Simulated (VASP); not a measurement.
Au: single point with PBEsol

Crystal: Au.

```xyz
1
Lattice="-1.5358 1.5358 1.5358 1.5358 -1.5358 1.5358 1.5358 1.5358 -1.5358" Properties=species:S:1:pos:R:3 pbc="T T T"
Au    0.0000    0.0000    0.0000
```

This cell differs from its parent crystal: volume scaled by 0.85.

```
Program                : VASP 6.6.1
Task                   : single point
Functional             : PBEsol
Potentials or basis    : VASP PAW PBE potentials, release 64 (Au)
Cutoff                 : 520 eV
k mesh                 : 18 × 18 × 18
Occupations            : fermi-dirac, width 0.1 eV
Spin                   : no spin polarisation
Dipole correction      : no
Further INCAR settings : ALGO = Normal; EDIFF = 1e-06; NBANDS = 12
```

- Pressure: 44.4 GPa

Levels at points of the mesh, in eV from the Fermi level:
| k point | band 3 | band 4 | band 5 | band 6 | band 7 | band 8 | band 9 | band 10 |
| --- | --- | --- | --- | --- | --- | --- | --- | --- |
| (0.00, 0.00, 0.00) | -5.92 | -5.92 | -3.40 | -3.40 | 16.34 | 16.34 | 16.34 | 26.82 |
| (0.50, 0.00, 0.00) | -3.56 | -3.08 | -1.48 | -1.29 | 4.62 | 12.27 | 15.05 | 23.70 |
| (0.50, 0.50, 0.50) | -1.82 | -1.82 | -1.82 | 6.38 | 6.38 | 6.38 | 11.80 | 17.98 |

Wall time 18 s on 1 thread of Intel(R) Xeon(R) Platinum 8488C (Sapphire Rapids) (shared host), peak memory 0.15 GiB.

Caveat: the PAW data sets were made with another functional, which shifts forces and pressure a little; spin-orbit coupling is left out, which moves the levels of the heavy elements.
